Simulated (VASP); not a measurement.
Crystal: Al7Ru8.

```
CELL_PARAMETERS angstrom
-5.96525 0.00000 0.00000
-2.98262 5.96525 0.00000
-2.98262 0.00000 -5.96525
ATOMIC_POSITIONS crystal
Al 0.00980 0.00008 0.99720
Al 0.74413 0.50765 0.99995
Al 0.00382 0.49773 0.49651
Al 0.75368 0.99573 0.49649
Al 0.25418 0.50037 0.99673
Al 0.48993 0.50170 0.50690
Al 0.24649 0.99991 0.49641
Ru 0.49834 0.25285 0.25552
Ru 0.25176 0.75036 0.25215
Ru 0.50572 0.74955 0.75119
Ru 0.99181 0.25515 0.25065
Ru 0.25076 0.25226 0.75466
Ru 0.74523 0.74710 0.25882
Ru 0.99849 0.74763 0.75117
Ru 0.75250 0.25040 0.75141
```

- Program: VASP 6.6.1
- Task: relaxation of cell and atoms
- Functional: r2SCAN
- Potentials or basis: VASP PAW PBE potentials, release 64 (Al, Ru_pv)
- Cutoff: 600 eV
- k mesh: 3 × 2 × 2, shifted
- Occupations: gaussian, width 0.1 eV
- Spin: no spin polarisation

At the start: pressure -3.7 GPa; volume 14.15 Å³/atom.

Task: Where does the relaxation end?

Result: Over 19 steps the energy falls by 27.8 meV/atom and the volume is 13.77 Å³/atom (-2.7 %); space group Cm (No. 8, to 0.1 Å) before, I4/mmm (No. 139, to 0.1 Å).

The path:
```
step  energy change (eV)  largest force (eV/Å)  pressure (GPa)  volume (Å³)
   1              0.0000                0.9784           -3.75       212.27
   2             -0.1778                0.6249            5.58       202.26
   3             -0.2002                0.7106            3.07       204.66
   4             -0.3272                0.4008            0.06       206.79
   5             -0.3281                0.3975            0.24       206.63
   6             -0.3520                0.2334           -0.54       207.32
   7             -0.3600                0.2168           -1.23       207.95
   8             -0.3744                0.2319           -0.32       206.99
   9             -0.3820                0.2572            0.99       205.66
  10             -0.3957                0.1966            0.85       205.76
  11             -0.4103                0.1325            0.63       205.94
  12             -0.3922                0.3538            0.36       206.29
  13             -0.4122                0.1142            0.55       206.01
  14             -0.4123                0.1179            0.54       206.03
  15             -0.4149                0.0868           -0.31       206.84
  16             -0.4149                0.0862           -0.29       206.83
  17             -0.4163                0.0617           -0.13       206.66
  18             -0.4169                0.0543            0.03       206.48
  19             -0.4173                0.0291            0.01       206.50
```

Final structure:
```
CELL_PARAMETERS angstrom
-5.84960 -0.01848 0.01831
-2.90645 5.93221 0.00389
-2.90664 -0.00398 -5.93254
ATOMIC_POSITIONS crystal
Al 0.99969 0.00048 0.00121
Al 0.75802 0.48630 0.00017
Al 0.00036 0.50068 0.50110
Al 0.75761 0.99972 0.48679
Al 0.24125 0.51527 0.00193
Al 0.49973 0.49991 0.50062
Al 0.24166 0.00149 0.51574
Ru 0.49093 0.24637 0.24666
Ru 0.26409 0.75517 0.24679
Ru 0.50904 0.75395 0.75448
Ru 0.01596 0.24698 0.24755
Ru 0.26410 0.24626 0.75547
Ru 0.73562 0.75443 0.24727
Ru 0.98305 0.75479 0.75495
Ru 0.73556 0.24668 0.75504
```

Caveat: the k points lie up to 0.53 Å⁻¹ apart in the final cell, too coarse for converged energies and pressures of a metal; the PAW data sets were made with another functional, which shifts forces and pressure a little.
